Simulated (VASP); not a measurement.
# NaH (Fm-3m) in VASP: single point with PBEsol

Aim: the single point of NaH with PBEsol.

All numbers are computed with VASP 6.6.1; they aren't measurements. Logs are shortened: lines on timing, memory, paths and dates and some standing lists are left out, and cuts for length are marked.

## (1) The cell of the first run

The structure is cubic, space group Fm-3m (No. 225). The conventional cell has a = 4.880 Å, b = 4.880 Å, c = 4.880 Å, α = 90.00°, β = 90.00°, γ = 90.00°. Within 3.2 Å of Na (site symmetry m-3m) lie 6 H at 2.44 Å. Within 3.2 Å of H (site symmetry m-3m) lie 6 Na at 2.44 Å.

## (2) Single point, PBEsol

INCAR

```
SYSTEM = NaH
PREC = Accurate
ENCUT = 520
EDIFF = 1E-7
ISMEAR = 0
SIGMA = 0.1
LREAL = Auto
LASPH = .TRUE.
NELM = 100
ALGO = Normal
ISIF = 2
LWAVE = .FALSE.
LCHARG = .TRUE.
GGA = PS
LELF = .TRUE.
LVHAR = .TRUE.
NBANDS = 46
ISYM = 0
```

KPOINTS

```
Automatic mesh
0
Gamma
  2 2 2
  0.5 0.5 0.5
```

POSCAR

```
NaH
1.0
   -4.8800000000     -4.8800000000      0.0000000000
    0.0000000000     -4.8800000000      4.8800000000
   -4.8800000000      0.0000000000      4.8800000000
Na H
8 8
Direct
    0.5000000000      0.0000000000      0.0000000000
    0.0000000000      0.0000000000      0.0000000000
    0.5000000000      0.5000000000      0.0000000000
    0.0000000000      0.5000000000      0.0000000000
    0.5000000000      0.0000000000      0.5000000000
    0.0000000000      0.0000000000      0.5000000000
    0.5000000000      0.5000000000      0.5000000000
    0.0000000000      0.5000000000      0.5000000000
    0.7500000000      0.2500000000      0.2500000000
    0.2500000000      0.2500000000      0.2500000000
    0.7500000000      0.7500000000      0.2500000000
    0.2500000000      0.7500000000      0.2500000000
    0.7500000000      0.2500000000      0.7500000000
    0.2500000000      0.2500000000      0.7500000000
    0.7500000000      0.7500000000      0.7500000000
    0.2500000000      0.7500000000      0.7500000000
```

Potentials or basis: VASP PAW PBE potentials, release 64 (Na_pv, H).

Started as:

```sh
$ cat potpaw_PBE.64/Na_pv/POTCAR potpaw_PBE.64/H/POTCAR > POTCAR
$ mpirun -np 1 vasp_std > vasp.out
```

OUTCAR:

```text
SYSTEM = NaH
   PREC = Accurate
   ENCUT = 520
   EDIFF = 1E-7
   ISMEAR = 0
   LREAL = Auto
   LASPH = .TRUE.
   NELM = 100
   ISIF = 2
   GGA = PS
   ISYM = 0

 ion  position               nearest neighbor table
   1  0.500  0.000  0.000-
   2  0.000  0.000  0.000-
   3  0.500  0.500  0.000-
   4  0.000  0.500  0.000-
   5  0.500  0.000  0.500-
   6  0.000  0.000  0.500-
[... 8 lines left out ...]
  15  0.750  0.750  0.750-
  16  0.250  0.750  0.750-

IMPORTANT INFORMATION: All symmetrisations will be switched off!
NOSYMM: (Re-)initialisation of all symmetry stuff for point group C_1.

----------------------------------------------------------------------------------------

                                     Primitive cell

  volume of cell :     232.4285

  direct lattice vectors                    reciprocal lattice vectors
    -4.880000000 -4.880000000  0.000000000    -0.102459016 -0.102459016 -0.102459016
     0.000000000 -4.880000000  4.880000000     0.102459016 -0.102459016  0.102459016
    -4.880000000  0.000000000  4.880000000    -0.102459016  0.102459016  0.102459016

  length of vectors
     6.901362184  6.901362184  6.901362184     0.177464222  0.177464222  0.177464222

  position of ions in fractional coordinates (direct lattice)
     0.500000000  0.000000000  0.000000000
     0.000000000  0.000000000  0.000000000
     0.500000000  0.500000000  0.000000000
     0.000000000  0.500000000  0.000000000
     0.500000000  0.000000000  0.500000000
     0.000000000  0.000000000  0.500000000
[... 8 lines left out ...]
     0.750000000  0.750000000  0.750000000
     0.250000000  0.750000000  0.750000000

  ion indices of the primitive-cell ions
   primitive index   ion index
                 1           1
                 2           2
                 3           3
                 4           4
                 5           5
                 6           6
[... 8 lines left out ...]
                15          15
                16          16

----------------------------------------------------------------------------------------

 KPOINTS: Automatic mesh

Automatic generation of k-mesh.
 Grid dimensions read from file:
 generate k-points for:    2    2    2

 Generating k-lattice:

  Cartesian coordinates                     Fractional coordinates (reciprocal lattice)
    -0.051229508 -0.051229508 -0.051229508     0.500000000  0.000000000  0.000000000
     0.051229508 -0.051229508  0.051229508     0.000000000  0.500000000  0.000000000
    -0.051229508  0.051229508  0.051229508     0.000000000  0.000000000  0.500000000

  Length of vectors
     0.088732111  0.088732111  0.088732111

  Shift w.r.t. Gamma in fractional coordinates (k-lattice)
     0.500000000  0.500000000  0.500000000

 Subroutine IBZKPT returns following result:
 ===========================================

 Found     16 irreducible k-points:

 Following reciprocal coordinates:
            Coordinates               Weight
  0.250000  0.250000  0.250000      2.000000
  0.250000  0.000000  0.000000      2.000000
  0.000000  0.000000 -0.250000      2.000000
  0.000000  0.250000  0.000000      2.000000
 -0.250000  0.250000  0.250000      2.000000
  0.250000 -0.250000  0.250000      2.000000
[... 8 lines left out ...]
  0.000000  0.250000  0.500000      2.000000
  0.500000  0.250000  0.000000      2.000000
   k-points           NKPTS =     16   k-points in BZ     NKDIM =     16   number of bands    NBANDS=     46
   number of dos      NEDOS =    301   number of ions     NIONS =     16
   total plane-waves  NPLWV = 157464
   dimension x,y,z NGX =    54 NGY =   54 NGZ =   54
   dimension x,y,z NGXF=   108 NGYF=  108 NGZF=  108
   ions per type =               8   8
   NGX,Y,Z   is equivalent  to a cutoff of  13.01, 13.01, 13.01 a.u.
   NGXF,Y,Z  is equivalent  to a cutoff of  26.02, 26.02, 26.02 a.u.
 SYSTEM =  NaH
   PREC   = accura    normal or accurate (medium, high low for compatibility)
   ISTART =      0    job   : 0-new  1-cont  2-samecut
   ICHARG =      2    charge: 1-file 2-atom 10-const
   ISPIN  =      1    spin polarized calculation?
   LNONCOLLINEAR =      F non collinear calculations
   LSORBIT =      F    spin-orbit coupling
   LASPH  =      T    aspherical Exc in radial PAW
   ENCUT  =  520.0 eV  38.22 Ry    6.18 a.u.  12.83 12.83 12.83*2*pi/ulx,y,z
   NELM   =    100;   NELMIN=  2; NELMDL= -5     # of ELM steps
   EDIFF  = 0.1E-06   stopping-criterion for ELM
   LREAL  =      T    real-space projection
   EDIFFG = 0.1E-05   stopping-criterion for IOM
   NSW    =      0    number of steps for IOM
   IBRION =     -1    ionic relax: 0-MD 1-quasi-New 2-CG
   NFREE  =      0    steps in history (QN), initial steepest desc. (CG)
   ISIF   =      2    stress and relaxation
   ISYM   =      0    0-nonsym 1-usesym 2-fastsym
   POTIM  = 0.5000    time-step for ionic-motion
   TEBEG  =    0.0;   TEEND  =   0.0 temperature during run
   PSTRESS=    0.0 pullay stress
   NELECT =      64.0000    total number of electrons
   NUPDOWN=      -1.0000    fix difference up-down
   EMIN   =  10.00;   EMAX   =-10.00  energy-range for DOS
   EFERMI =   0.00;   METHOD = LEGACY
   ISMEAR =     0;   SIGMA  =   0.10  broadening in eV -4-tet -1-fermi 0-gaus
   EFERMI_NEDOS =   21; number of points for ismear=-14 and -15
   IALGO  =     38    algorithm
   IMIX   =      4    mixing-type and parameters
     AMIX     =   0.40;   BMIX     =  1.00
     AMIX_MAG =   1.60;   BMIX_MAG =  1.00
  volume/ion in A,a.u.               =      14.53        98.03
  Fermi-wavevector in a.u.,A,eV,Ry     =   1.065054  2.012660 15.433636  1.134340
  Thomas-Fermi vector in A             =   2.200593
   LORBIT       =      0    0 simple, 1 ext, 2 COOP (PROOUT), +10 PAW based schemes
   GGA     = PS    functional components
   LHFCALC =     F    Hartree Fock is set to
   AEXX    =    0.0000 exact exchange contribution
   IVDW    =     0    specifies the selected vdW correction
   LEPSILON=     F    determine dielectric tensor
   LRPA    =     F    only Hartree local field effects (RPA)
 non-spin polarized calculation
 Gauss-broadening in eV      SIGMA  =   0.10
  energy-cutoff  :      520.00
  volume of cell :      232.43
 maximum number of plane-waves:      6263
 NGX is ok and might be reduce to    54
   NGX = 25   NGY = 25   NGZ = 25

 number of electron      63.9999934 magnetization

 Free energy of the ion-electron system (eV)
  ---------------------------------------------------
  ext. energy  EPLUGINS =         0.00000000
  ---------------------------------------------------
  free energy    TOTEN  =       -40.64472671 eV

  energy without entropy =      -40.64472671  energy(sigma->0) =      -40.64472671

 E-fermi :  -0.9195     XC(G=0):  -7.7901

 val. band max:       -1.3823566842   @ k =   0.5000   0.2500   0.0000
 cond. band min:       2.7272169724   @ k =   0.2500   0.0000   0.0000
 fundamental gap:      4.1095736566
 Fermi energy:        -0.9195408395

 k-point     1 :       0.2500    0.2500    0.2500
  band No.  band energies     occupation
      1     -23.3153      2.00000
      2     -23.3153      2.00000
      3     -23.3153      2.00000
      4     -23.3086      2.00000
      5     -23.3067      2.00000
      6     -23.3067      2.00000
[... 36 lines left out ...]
     43       7.8531      0.00000
     44       7.8531      0.00000

 k-point     2 :       0.2500    0.0000    0.0000
  band No.  band energies     occupation
      1     -23.3153      2.00000
      2     -23.3153      2.00000
      3     -23.3153      2.00000
      4     -23.3086      2.00000
      5     -23.3067      2.00000
      6     -23.3067      2.00000
[... 36 lines left out ...]
     43       7.8531      0.00000
     44       7.8531      0.00000

 k-point     3 :       0.0000    0.0000   -0.2500
  band No.  band energies     occupation
      1     -23.3153      2.00000
      2     -23.3153      2.00000
      3     -23.3153      2.00000
      4     -23.3086      2.00000
      5     -23.3067      2.00000
      6     -23.3067      2.00000
[... 36 lines left out ...]
     43       7.8531      0.00000
     44       7.8531      0.00000

 k-point     4 :       0.0000    0.2500    0.0000
  band No.  band energies     occupation
      1     -23.3153      2.00000
      2     -23.3153      2.00000
      3     -23.3153      2.00000
      4     -23.3086      2.00000
      5     -23.3067      2.00000
      6     -23.3067      2.00000
[... 506 lines left out ...]
     43       6.4991      0.00000
     44       6.5815      0.00000

 k-point    15 :       0.0000    0.2500    0.5000
  band No.  band energies     occupation
      1     -23.3025      2.00000
      2     -23.3011      2.00000
      3     -23.3011      2.00000
      4     -23.2984      2.00000
      5     -23.2984      2.00000
      6     -23.2932      2.00000
[... 36 lines left out ...]
     43       6.4991      0.00000
     44       6.5815      0.00000

 k-point    16 :       0.5000    0.2500    0.0000
  band No.  band energies     occupation
      1     -23.3025      2.00000
      2     -23.3011      2.00000
      3     -23.3011      2.00000
      4     -23.2984      2.00000
      5     -23.2984      2.00000
      6     -23.2932      2.00000
[... 36 lines left out ...]
     43       6.4991      0.00000
     44       6.5815      0.00000
 [bands above 44 left out]

------------------------ aborting loop because EDIFF is reached ----------------------------------------

  FORCE on cell =-STRESS in cart. coord.  units (eV):
  Direction    XX          YY          ZZ          XY          YZ          ZX
  --------------------------------------------------------------------------------------
  -------------------------------------------------------------------------------------
  Total       -1.7403468     -1.7403625     -1.7403509      0.0000598     -0.0000633     -0.0000498
  in kB      -11.9965650    -11.9966734    -11.9965935      0.0004121     -0.0004364     -0.0003431
  external PRESSURE =     -11.9966106 kB  Pullay stress =       0.0000000 kB

 VOLUME and BASIS-vectors are now :
 -----------------------------------------------------------------------------
  energy-cutoff  :      520.00
  volume of cell :      232.43
      direct lattice vectors                 reciprocal lattice vectors
    -4.880000000 -4.880000000  0.000000000    -0.102459016 -0.102459016 -0.102459016
     0.000000000 -4.880000000  4.880000000     0.102459016 -0.102459016  0.102459016
    -4.880000000  0.000000000  4.880000000    -0.102459016  0.102459016  0.102459016

 POSITION                                       TOTAL-FORCE (eV/Angst)
 -----------------------------------------------------------------------------------
     -2.44000     -2.44000      0.00000        -0.000001     -0.000000     -0.000003
      0.00000      0.00000      0.00000         0.000002     -0.000008      0.000008
     -2.44000     -4.88000      2.44000         0.000004      0.000002     -0.000006
      0.00000     -2.44000      2.44000         0.000000      0.000002      0.000001
     -4.88000     -2.44000      2.44000        -0.000002      0.000001      0.000000
     -2.44000      0.00000      2.44000         0.000001     -0.000000      0.000000
[... 8 lines left out ...]
     -7.32000     -7.32000      7.32000        -0.000001      0.000001      0.000000
     -4.88000     -4.88000      7.32000        -0.000000      0.000001      0.000000
 -----------------------------------------------------------------------------------
    total drift:                                0.000007     -0.000010     -0.000003

  FREE ENERGIE OF THE ION-ELECTRON SYSTEM (eV)
  ---------------------------------------------------
  free  energy   TOTEN  =       -40.6447267062 eV

  energy  without entropy=      -40.6447267061  energy(sigma->0) =      -40.64472671
```

Wall time 3.4 min (1 thread of Intel Xeon Platinum 8559C (Emerald Rapids), shared host); peak memory 0.41 GiB.

Results:

- Free energy: -40.6447 eV
- Pressure: -1.2 GPa
- Band gap on the k mesh: 4.11 eV

Caveat: the k points lie up to 0.56 Å⁻¹ apart; the PAW data sets were made with another functional, which shifts forces and pressure a little.
